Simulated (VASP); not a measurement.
# La (P6_3/mmc) in VASP: settings compared, part 3 of 3

VASP 6.6.1.

### Step 7. Single point, PBEsol

This run uses another cell than the first one, of 38.91 Å³/atom.

File INCAR:

```
SYSTEM = La
  PREC = Accurate
  ENCUT = 520
  EDIFF = 1E-6
  ISMEAR = -1
  SIGMA = 0.05
  LREAL = .FALSE.
  LASPH = .TRUE.
  NELM = 100
  ALGO = Normal
  ISIF = 2
  LWAVE = .FALSE.
  LCHARG = .FALSE.
  GGA = PS
  NBANDS = 30
```

File KPOINTS:

```
regular mesh
0
G
  8 8 3
  0 0 0
```

File POSCAR:

```
La
1.0
    3.8196109524      0.0000000000      0.0000000000
   -1.9098054762      3.3078801174      0.0000000000
    0.0000000000      0.0000000000     12.3190051910
La
4
Direct
    0.6666666667      0.3333333333      0.2500000000
    0.3333333333      0.6666666667      0.7500000000
    0.0000000000      0.0000000000      0.5000000000
    0.0000000000      0.0000000000      0.0000000000
```

Potentials or basis: VASP PAW PBE potentials, release 64 (La).

On the command line:

```bash
> cat potpaw_PBE.64/La/POTCAR > POTCAR
> mpirun -np 1 vasp_std > vasp.out
```

OUTCAR:

```text
SYSTEM = La
   PREC = Accurate
   ENCUT = 520
   EDIFF = 1E-6
   ISMEAR = -1
   LREAL = .FALSE.
   LASPH = .TRUE.
   NELM = 100
   ISIF = 2
   GGA = PS

 ion  position               nearest neighbor table
   1  0.667  0.333  0.250-
   2  0.333  0.667  0.750-
   3  0.000  0.000  0.500-
   4  0.000  0.000  0.000-

  LATTYP: Found a hexagonal cell.
 ALAT       =     3.8196109524
 C/A-ratio  =     3.2251989390

  Lattice vectors:

 A1 = (   3.8196109524,   0.0000000000,   0.0000000000)
 A2 = (  -1.9098054762,   3.3078801174,   0.0000000000)
 A3 = (   0.0000000000,   0.0000000000,  12.3190051910)

Analysis of symmetry for initial positions (statically):
=====================================================================
 Subroutine PRICEL returns:
 Original cell was already a primitive cell.

 Routine SETGRP: Setting up the symmetry group for a
 hexagonal supercell.

[... 161 lines left out ...]
  ---------------------------------------------------
  free energy    TOTEN  =       -21.21839305 eV

  energy without entropy =      -21.16517531  energy(sigma->0) =      -21.19178418

 E-fermi :   7.3001     XC(G=0):  -9.4949

 val. band max:        7.2986143540   @ k =   0.2500   0.1250   0.0000
 cond. band min:       7.3041591790   @ k =   0.3750   0.2500   0.0000
 fundamental gap:      0.0055448250
 Fermi energy:         7.3000878951

 k-point     1 :       0.0000    0.0000    0.0000
  band No.  band energies     occupation
      1     -25.6230      2.00000
      2     -25.5429      2.00000
      3     -25.5341      2.00000
      4     -25.4517      2.00000
      5      -9.8738      2.00000
      6      -9.2914      2.00000
[... 649 lines left out ...]
     29       8.8409      0.00000
     30       8.8599      0.00000

------------------------ aborting loop because EDIFF is reached ----------------------------------------

  FORCE on cell =-STRESS in cart. coord.  units (eV):
  Direction    XX          YY          ZZ          XY          YZ          ZX
  --------------------------------------------------------------------------------------
  -------------------------------------------------------------------------------------
  Total       -2.9721684     -2.9721684     -2.9855394      0.0000000      0.0000000      0.0000000
  in kB      -30.5942252    -30.5942252    -30.7318607      0.0000000      0.0000000      0.0000000
  external PRESSURE =     -30.6401037 kB  Pullay stress =       0.0000000 kB

 VOLUME and BASIS-vectors are now :
 -----------------------------------------------------------------------------
  energy-cutoff  :      520.00
  volume of cell :      155.65
      direct lattice vectors                 reciprocal lattice vectors
     3.819610952  0.000000000  0.000000000     0.261806768  0.151154208  0.000000000
    -1.909805476  3.307880117  0.000000000     0.000000000  0.302308416  0.000000000
     0.000000000  0.000000000 12.319005191     0.000000000  0.000000000  0.081175386

 POSITION                                       TOTAL-FORCE (eV/Angst)
 -----------------------------------------------------------------------------------
      1.90981      1.10263      3.07975        -0.000000     -0.000000      0.000000
     -0.00000      2.20525      9.23925         0.000000      0.000000     -0.000000
      0.00000      0.00000      6.15950         0.000000      0.000000      0.000000
      0.00000      0.00000      0.00000         0.000000      0.000000      0.000000
 -----------------------------------------------------------------------------------
    total drift:                               -0.000000      0.000000      0.000000

  FREE ENERGIE OF THE ION-ELECTRON SYSTEM (eV)
  ---------------------------------------------------
  free  energy   TOTEN  =       -21.2183930455 eV

  energy  without entropy=      -21.1651753139  energy(sigma->0) =      -21.19178418
```

stdout:

```text
POSCAR found type information on POSCAR La
 POSCAR found :  1 types and       4 ions
 scaLAPACK will be used
 -----------------------------------------------------------------------------
|                                                                             |
|                                                                             |
|     You enforced a specific xc type in the INCAR file but a different       |
|     I HOPE YOU KNOW WHAT YOU ARE DOING!                                     |
|                                                                             |
 -----------------------------------------------------------------------------

 LDA part: xc-table for (Slater+PW92), standard interpolation
 POSCAR, INCAR and KPOINTS ok, starting setup
 FFT: planning ... GRIDC
 FFT: planning ... GRID_SOFT
 FFT: planning ... GRID
 WAVECAR not read
 entering main loop
```

Wall time 3.3 min (1 thread of Oxide Virtual Turin-like, shared host); peak memory 0.25 GiB.

Results:

- Free energy: -21.2184 eV
- Pressure: -3.1 GPa
- Band gap on the k mesh: zero (bands 22 and 23 overlap by 1.16 eV)

Levels at points of the mesh, in eV from the Fermi level:
| k point | band 20 | band 21 | band 22 | band 23 | band 24 | band 25 |
| --- | --- | --- | --- | --- | --- | --- |
| (0.00, 0.00, 0.00) | -1.73 | 0.47 | 0.58 | 1.23 | 1.23 | 1.24 |
| (0.50, 0.00, 0.00) | -1.03 | -0.62 | -0.31 | -0.19 | 0.41 | 0.85 |

Caveat: the cell stands under tension; the PAW data sets were made with another functional, which shifts forces and pressure a little; spin-orbit coupling is left out, which moves the levels of the heavy elements.

### Step 8. The runs side by side

```tsv
task	level	cell	cutoff (eV)	gap on the mesh (eV)	pressure (GPa)	relaxed volume (Å³/atom)
relaxation of cell and atoms	PBE	relaxed from a = 3.770, b = 3.770, c = 12.159 Å, angles 90.0, 90.0, 120.0°, 4 atoms	600	none	0.0	37.23
relaxation of cell and atoms	PBEsol	relaxed from a = 3.770, b = 3.770, c = 12.159 Å, angles 90.0, 90.0, 120.0°, 4 atoms	600	none	0.0	34.05
relaxation of cell and atoms	RPBE	relaxed from a = 3.770, b = 3.770, c = 12.159 Å, angles 90.0, 90.0, 120.0°, 4 atoms	600	none	0.0	39.14
relaxation of cell and atoms	revPBE	relaxed from a = 3.770, b = 3.770, c = 12.159 Å, angles 90.0, 90.0, 120.0°, 4 atoms	600	none	0.0	38.61
single point	PBEsol	a = 3.745, b = 3.745, c = 12.077 Å, angles 90.0, 90.0, 120.0°, 4 atoms	520	none	-1.8	-
single point	PBEsol	a = 3.820, b = 3.820, c = 12.319 Å, angles 90.0, 90.0, 120.0°, 4 atoms	520	none	-3.1	-
```

Alike in all rows: potentials or basis VASP PAW PBE potentials, release 64 (La); no spin polarisation; k mesh 8 × 8 × 3; smearing fermi-dirac 0.05 eV.

Caveats: spin-orbit coupling is left out, which moves the levels of the heavy elements; the PAW data sets were made with another functional, which shifts forces and pressure a little (at least some runs); the cell stands under tension (at least some runs).

Absolute energies hang on the potentials; compare differences alone.
